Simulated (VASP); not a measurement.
# Sc (P6_3/mmc) in VASP: notebook, part 3 of 3

VASP 6.6.1. The steps go on from the part before.

## Step 4: Single point, LDA

Contents of INCAR:

```
SYSTEM = Sc
PREC = Accurate
ENCUT = 500
EDIFF = 1E-6
ISMEAR = -1
SIGMA = 0.1
LREAL = .False.
LASPH = .True.
NELM = 120
ALGO = Normal
ISIF = 2
LWAVE = .False.
LCHARG = .True.
LELF = .True.
LVHAR = .True.
NBANDS = 18
GGA_COMPAT = .False.
```

Contents of KPOINTS:

```
Automatic mesh
0
Gamma
  4 4 2
  0 0 0
```

Contents of POSCAR:

```
Sc
1.0
    3.2269060027      0.0000000000      0.0000000000
   -1.6134530014      2.7945825740      0.0000000000
    0.0000000000      0.0000000000      5.0094253455
Sc
2
Direct
    0.3333333333      0.6666666667      0.2500000000
    0.6666666667      0.3333333333      0.7500000000
```

Potentials or basis: VASP PAW LDA potentials, release 64 (Sc_sv).

Launch:

```console
$ cat potpaw_LDA.64/Sc_sv/POTCAR > POTCAR
$ mpirun -np 1 vasp_std > vasp.out
```

OUTCAR:

```text
SYSTEM = Sc
   PREC = Accurate
   ENCUT = 500
   EDIFF = 1E-6
   ISMEAR = -1
   LREAL = .False.
   LASPH = .True.
   NELM = 120
   ISIF = 2

 ion  position               nearest neighbor table
   1  0.333  0.667  0.250-   2 3.12   2 3.12   2 3.12   2 3.12   2 3.12   2 3.12
   2  0.667  0.333  0.750-   1 3.12   1 3.12   1 3.12   1 3.12   1 3.12   1 3.12

  LATTYP: Found a hexagonal cell.
 ALAT       =     3.2269060027
 C/A-ratio  =     1.5523927072

  Lattice vectors:

 A1 = (   3.2269060027,   0.0000000000,   0.0000000000)
 A2 = (  -1.6134530014,   2.7945825740,   0.0000000000)
 A3 = (   0.0000000000,   0.0000000000,   5.0094253455)

Analysis of symmetry for initial positions (statically):
=====================================================================
 Subroutine PRICEL returns:
 Original cell was already a primitive cell.

 Routine SETGRP: Setting up the symmetry group for a
 hexagonal supercell.

 Subroutine GETGRP returns: Found 24 space group operations
 (whereof 12 operations were pure point group operations)
 out of a pool of 24 trial point group operations.

The static configuration has the point symmetry D_3d.
 The point group associated with its full space group is D_6h.

Analysis of symmetry for dynamics (positions and initial velocities):
=====================================================================
 Subroutine PRICEL returns:
 Original cell was already a primitive cell.

 Routine SETGRP: Setting up the symmetry group for a
 hexagonal supercell.

 Subroutine GETGRP returns: Found 24 space group operations
 (whereof 12 operations were pure point group operations)
 out of a pool of 24 trial point group operations.

The dynamic configuration has the point symmetry D_3d.
 The point group associated with its full space group is D_6h.

 Subroutine INISYM returns: Found 24 space group operations
 (whereof 12 operations are pure point group operations),
 and found     1 'primitive' translations

----------------------------------------------------------------------------------------

                                     Primitive cell

  volume of cell :      45.1743

  direct lattice vectors                    reciprocal lattice vectors
     3.226906003  0.000000000  0.000000000     0.309894369  0.178917597  0.000000000
    -1.613453001  2.794582574  0.000000000     0.000000000  0.357835195  0.000000000
     0.000000000  0.000000000  5.009425346     0.000000000  0.000000000  0.199623696

  length of vectors
     3.226906003  3.226906003  5.009425346     0.357835195  0.357835195  0.199623696

  position of ions in fractional coordinates (direct lattice)
     0.333333333  0.666666667  0.250000000
     0.666666667  0.333333333  0.750000000

  ion indices of the primitive-cell ions
   primitive index   ion index
                 1           1
                 2           2

----------------------------------------------------------------------------------------

 KPOINTS: Automatic mesh

Automatic generation of k-mesh.
 Grid dimensions read from file:
 generate k-points for:    4    4    2

 Generating k-lattice:

  Cartesian coordinates                     Fractional coordinates (reciprocal lattice)
     0.077473592  0.044729399  0.000000000     0.250000000  0.000000000  0.000000000
     0.000000000  0.089458799  0.000000000     0.000000000  0.250000000  0.000000000
     0.000000000  0.000000000  0.099811848     0.000000000  0.000000000  0.500000000

  Length of vectors
     0.089458799  0.089458799  0.099811848

  Shift w.r.t. Gamma in fractional coordinates (k-lattice)
     0.000000000  0.000000000  0.000000000

 Subroutine IBZKPT returns following result:
 ===========================================

 Found      8 irreducible k-points:

 Following reciprocal coordinates:
            Coordinates               Weight
  0.000000  0.000000  0.000000      1.000000
  0.250000  0.000000  0.000000      6.000000
  0.500000  0.000000  0.000000      3.000000
  0.250000  0.250000  0.000000      6.000000
  0.000000  0.000000  0.500000      1.000000
  0.250000  0.000000  0.500000      6.000000
  0.500000  0.000000  0.500000      3.000000
  0.250000  0.250000  0.500000      6.000000
   k-points           NKPTS =      8   k-points in BZ     NKDIM =      8   number of bands    NBANDS=     18
   number of dos      NEDOS =    301   number of ions     NIONS =      2
   total plane-waves  NPLWV =  23040
   dimension x,y,z NGX =    24 NGY =   24 NGZ =   40
   dimension x,y,z NGXF=    48 NGYF=   48 NGZF=   80
   ions per type =               2
   NGX,Y,Z   is equivalent  to a cutoff of  12.36, 12.36, 13.27 a.u.
   NGXF,Y,Z  is equivalent  to a cutoff of  24.73, 24.73, 26.55 a.u.
 SYSTEM =  Sc
   PREC   = accura    normal or accurate (medium, high low for compatibility)
   ISTART =      0    job   : 0-new  1-cont  2-samecut
   ICHARG =      2    charge: 1-file 2-atom 10-const
   ISPIN  =      1    spin polarized calculation?
   LNONCOLLINEAR =      F non collinear calculations
   LSORBIT =      F    spin-orbit coupling
   LASPH  =      T    aspherical Exc in radial PAW
   ENCUT  =  500.0 eV  36.75 Ry    6.06 a.u.   5.88  5.88  9.13*2*pi/ulx,y,z
   NELM   =    120;   NELMIN=  2; NELMDL= -5     # of ELM steps
   EDIFF  = 0.1E-05   stopping-criterion for ELM
   LREAL  =      F    real-space projection
   EDIFFG = 0.1E-04   stopping-criterion for IOM
   NSW    =      0    number of steps for IOM
   IBRION =     -1    ionic relax: 0-MD 1-quasi-New 2-CG
   NFREE  =      0    steps in history (QN), initial steepest desc. (CG)
   ISIF   =      2    stress and relaxation
   ISYM   =      2    0-nonsym 1-usesym 2-fastsym
   POTIM  = 0.5000    time-step for ionic-motion
   TEBEG  =    0.0;   TEEND  =   0.0 temperature during run
   PSTRESS=    0.0 pullay stress
   NELECT =      22.0000    total number of electrons
   NUPDOWN=      -1.0000    fix difference up-down
   EMIN   =  10.00;   EMAX   =-10.00  energy-range for DOS
   EFERMI =   0.00;   METHOD = LEGACY
   ISMEAR =    -1;   SIGMA  =   0.10  broadening in eV -4-tet -1-fermi 0-gaus
   EFERMI_NEDOS =   21; number of points for ismear=-14 and -15
   IALGO  =     38    algorithm
   IMIX   =      4    mixing-type and parameters
     AMIX     =   0.40;   BMIX     =  1.00
     AMIX_MAG =   1.60;   BMIX_MAG =  1.00
  volume/ion in A,a.u.               =      22.59       152.43
  Fermi-wavevector in a.u.,A,eV,Ry     =   1.288008  2.433983 22.571595  1.658965
  Thomas-Fermi vector in A             =   2.419988
   LORBIT       =      0    0 simple, 1 ext, 2 COOP (PROOUT), +10 PAW based schemes
   GGA     = CA    functional components
   LHFCALC =     F    Hartree Fock is set to
   AEXX    =    0.0000 exact exchange contribution
   IVDW    =     0    specifies the selected vdW correction
   LEPSILON=     F    determine dielectric tensor
   LRPA    =     F    only Hartree local field effects (RPA)
 non-spin polarized calculation
  energy-cutoff  :      500.00
  volume of cell :       45.17
 maximum number of plane-waves:      1156
 NGX is ok and might be reduce to    24
   NGX = 11   NGY = 11   NGZ = 19

 number of electron      22.0000000 magnetization

 Free energy of the ion-electron system (eV)
  ---------------------------------------------------
  ext. energy  EPLUGINS =         0.00000000
  ---------------------------------------------------
  free energy    TOTEN  =       -13.49490132 eV

  energy without entropy =      -13.37501686  energy(sigma->0) =      -13.43495909

 E-fermi :   4.0696     XC(G=0): -10.5125

 val. band max:        4.0550496296   @ k =   0.5000   0.0000   0.5000
 cond. band min:       4.1177955863   @ k =   0.2500   0.2500   0.5000
 fundamental gap:      0.0627459567
 Fermi energy:         4.0696203490

 k-point     1 :       0.0000    0.0000    0.0000
  band No.  band energies     occupation
      1     -44.6473      2.00000
      2     -44.5371      2.00000
      3     -23.9122      2.00000
      4     -23.4333      2.00000
      5     -23.4333      2.00000
      6     -23.3415      2.00000
[... 10 lines left out ...]
     17       6.3900      0.00000
     18       6.3900      0.00000
[... 127 lines left out ...]
 k-point     8 :       0.2500    0.2500    0.5000
  band No.  band energies     occupation
      1     -44.5430      2.00000
      2     -44.5430      2.00000
      3     -23.7915      2.00000
      4     -23.7915      2.00000
      5     -23.5705      2.00000
      6     -23.5705      2.00000
[... 10 lines left out ...]
     17       8.0948      0.00000
     18       8.0954      0.00000

------------------------ aborting loop because EDIFF is reached ----------------------------------------

  FORCE on cell =-STRESS in cart. coord.  units (eV):
  Direction    XX          YY          ZZ          XY          YZ          ZX
  --------------------------------------------------------------------------------------
  -------------------------------------------------------------------------------------
  Total        0.0867666      0.0867666      0.5459118     -0.0000000      0.0000000      0.0000000
  in kB        3.0773135      3.0773135     19.3616276     -0.0000000      0.0000000      0.0000000
  external PRESSURE =       8.5054182 kB  Pullay stress =       0.0000000 kB

 VOLUME and BASIS-vectors are now :
 -----------------------------------------------------------------------------
  energy-cutoff  :      500.00
  volume of cell :       45.17
      direct lattice vectors                 reciprocal lattice vectors
     3.226906003  0.000000000  0.000000000     0.309894369  0.178917597  0.000000000
    -1.613453001  2.794582574  0.000000000     0.000000000  0.357835195  0.000000000
     0.000000000  0.000000000  5.009425346     0.000000000  0.000000000  0.199623696

 POSITION                                       TOTAL-FORCE (eV/Angst)
 -----------------------------------------------------------------------------------
     -0.00000      1.86306      1.25236        -0.000000      0.000000     -0.000000
      1.61345      0.93153      3.75707         0.000000     -0.000000      0.000000
 -----------------------------------------------------------------------------------
    total drift:                               -0.000000      0.000000     -0.000000

  FREE ENERGIE OF THE ION-ELECTRON SYSTEM (eV)
  ---------------------------------------------------
  free  energy   TOTEN  =       -13.4949013213 eV

  energy  without entropy=      -13.3750168624  energy(sigma->0) =      -13.43495909
```

OSZICAR:

```text
N       E                     dE             d eps       ncg     rms          rms(c)
DAV:   1     0.361731475621E+03    0.36173E+03   -0.10565E+04   288   0.132E+03
DAV:   2     0.511199213873E+01   -0.35662E+03   -0.35220E+03   328   0.560E+02
DAV:   3    -0.145622109513E+02   -0.19674E+02   -0.19042E+02   472   0.171E+02
DAV:   4    -0.148202447166E+02   -0.25803E+00   -0.25505E+00   456   0.180E+01
DAV:   5    -0.148232397968E+02   -0.29951E-02   -0.29943E-02   466   0.219E+00    0.825E+00
DAV:   6    -0.136751361426E+02    0.11481E+01   -0.24917E+00   384   0.186E+01    0.250E+00
DAV:   7    -0.135093964276E+02    0.16574E+00   -0.64686E-01   398   0.844E+00    0.767E-01
DAV:   8    -0.134958349078E+02    0.13562E-01   -0.31365E-02   368   0.235E+00    0.231E-01
DAV:   9    -0.134948767325E+02    0.95818E-03   -0.63390E-03   406   0.832E-01    0.240E-02
DAV:  10    -0.134949009705E+02   -0.24238E-04   -0.14696E-04   442   0.170E-01    0.633E-03
DAV:  11    -0.134949013213E+02   -0.35079E-06   -0.42643E-06   410   0.275E-02
   1 F= -.13494901E+02 E0= -.13434959E+02  d E =-.119884E+00
```

stdout:

```text
POSCAR found type information on POSCAR Sc
 POSCAR found :  1 types and       2 ions
 scaLAPACK will be used
 LDA part: xc-table for (Slater(with rela. corr.)+CA(PZ))
 , standard interpolation
 POSCAR, INCAR and KPOINTS ok, starting setup
 FFT: planning ... GRIDC
 FFT: planning ... GRID_SOFT
 FFT: planning ... GRID
 WAVECAR not read
 entering main loop
```

Wall time 11 s (1 thread of AMD EPYC 7R43 (Zen 3), shared host); peak memory 0.1 GiB.

What came out:

```yaml
Free_energy: -13.4949 eV
Pressure: 0.9 GPa
Band_gap_on_the_k_mesh: zero (band 11 reaches 4.98 eV, above the bottom of band 12 at 3.55 eV)
```

Stress tensor (GPa, compression positive):
```
0.31 0.00 0.00
0.00 0.31 0.00
0.00 0.00 1.94
```

Levels at points of the mesh, in eV from the Fermi level:
| k point | band 7 | band 8 | band 9 | band 10 | band 11 | band 12 | band 13 | band 14 |
| --- | --- | --- | --- | --- | --- | --- | --- | --- |
| (0.00, 0.00, 0.00) | -27.41 | -27.38 | -5.31 | -1.86 | 0.86 | 1.53 | 1.53 | 1.84 |
| (0.50, 0.00, 0.00) | -27.53 | -27.46 | -1.74 | -1.27 | -0.90 | -0.34 | 1.24 | 1.31 |
| (0.00, 0.00, 0.50) | -27.46 | -27.46 | -3.66 | -3.66 | 0.92 | 0.92 | 1.43 | 1.43 |
| (0.50, 0.00, 0.50) | -27.52 | -27.52 | -1.70 | -1.70 | -0.01 | -0.01 | 1.40 | 1.40 |

Caveat: the k points lie up to 0.63 Å⁻¹ apart.

## Step 5: Single point, LDA

Contents of INCAR:

```
PREC = Accurate
ENCUT = 500
EDIFF = 1E-6
ISMEAR = -1
SIGMA = 0.1
LREAL = F
LASPH = T
NELM = 120
ALGO = Normal
ISIF = 2
LWAVE = F
LCHARG = F
NBANDS = 18
GGA_COMPAT = F
```

Contents of KPOINTS:

```
regular mesh
0
Gamma
  6 6 3
```

POSCAR is that of step 4.

Launch:

```console
$ cat potpaw_LDA.64/Sc_sv/POTCAR > POTCAR
$ mpirun -np 1 vasp_std > vasp.out
```

Wall time 15 s (1 thread of AMD EPYC 7R43 (Zen 3), shared host); peak memory 0.1 GiB.

The run converged. Its results:

| Quantity | Value |
| --- | --- |
| Free energy | -13.5050 eV |
| Pressure | -0.1 GPa |
| Band gap on the k mesh | zero (band 11 reaches 4.93 eV, above the bottom of band 12 at 3.38 eV) |

Stress tensor (GPa, compression positive):
```
-0.16  0.00  0.00
 0.00 -0.16  0.00
 0.00  0.00  0.07
```

Levels at points of the mesh, in eV from the Fermi level:
```csv
k point,band 8,band 9,band 10,band 11,band 12,band 13,band 14,band 15
"(0.00, 0.00, 0.00)",-27.23,-5.21,-1.74,0.96,1.66,1.66,1.97,2.17
"(0.50, 0.00, 0.00)",-27.31,-1.63,-1.16,-0.79,-0.23,1.36,1.43,2.03
```

Caveat: the k points lie up to 0.42 Å⁻¹ apart.

## Step 6: Single point, LDA

Contents of INCAR:

```
  PREC = Accurate
  ENCUT = 500
  EDIFF = 1E-6
  ISMEAR = -1
  SIGMA = 0.1
  LREAL = F
  LASPH = T
  NELM = 120
  ALGO = Normal
  ISIF = 2
  LWAVE = F
  LCHARG = T
  GGA = CA
  LELF = T
  LVHAR = T
  NBANDS = 18
  GGA_COMPAT = F
```

Contents of KPOINTS:

```
regular mesh
0
Gamma
  7 7 4
```

POSCAR is that of step 5.

Potentials or basis: VASP PAW LDA potentials, release 64 (Sc_sv).

Launch:

```console
$ cat potpaw_LDA.64/Sc_sv/POTCAR > POTCAR
$ mpirun -np 1 vasp_std > vasp.out
```

It took 22 s on 1 thread of AMD EPYC 7R43 (Zen 3), shared host; peak memory 0.11 GiB.

The run converged. Its results:

- Free energy: -13.5153 eV
- Pressure: 0.1 GPa
- Band gap on the k mesh: zero (band 11 reaches 5.00 eV, above the bottom of band 12 at 3.48 eV)

Stress tensor (GPa, compression positive):
```
 0.12  0.00  0.00
 0.00  0.12  0.00
 0.00  0.00 -0.08
```

Levels at points of the mesh, in eV from the Fermi level:
| k point | band 7 | band 8 | band 9 | band 10 | band 11 | band 12 | band 13 | band 14 |
| --- | --- | --- | --- | --- | --- | --- | --- | --- |
| (0.00, 0.00, 0.00) | -27.29 | -27.25 | -5.22 | -1.76 | 0.96 | 1.64 | 1.64 | 1.96 |
| (0.00, 0.00, 0.50) | -27.34 | -27.34 | -3.56 | -3.56 | 1.02 | 1.02 | 1.54 | 1.54 |

## Step 7: Summary

| k mesh | gap on the mesh (eV) | pressure (GPa) |
| --- | --- | --- |
| 2 × 2 × 1 | none | -11.4 |
| 3 × 3 × 2 | none | -0.6 |
| 4 × 4 × 2 | none | 0.9 |
| 6 × 6 × 3 | none | -0.1 |
| 7 × 7 × 4 | none | 0.1 |

Alike in all rows: task single point; level LDA; potentials or basis VASP PAW LDA potentials, release 64 (Sc_sv); no spin polarisation; cell as given; cutoff (eV) 500; smearing fermi-dirac 0.1 eV.

Caveats: some runs use coarse meshes.

Absolute energies hang on the potentials; compare differences alone.
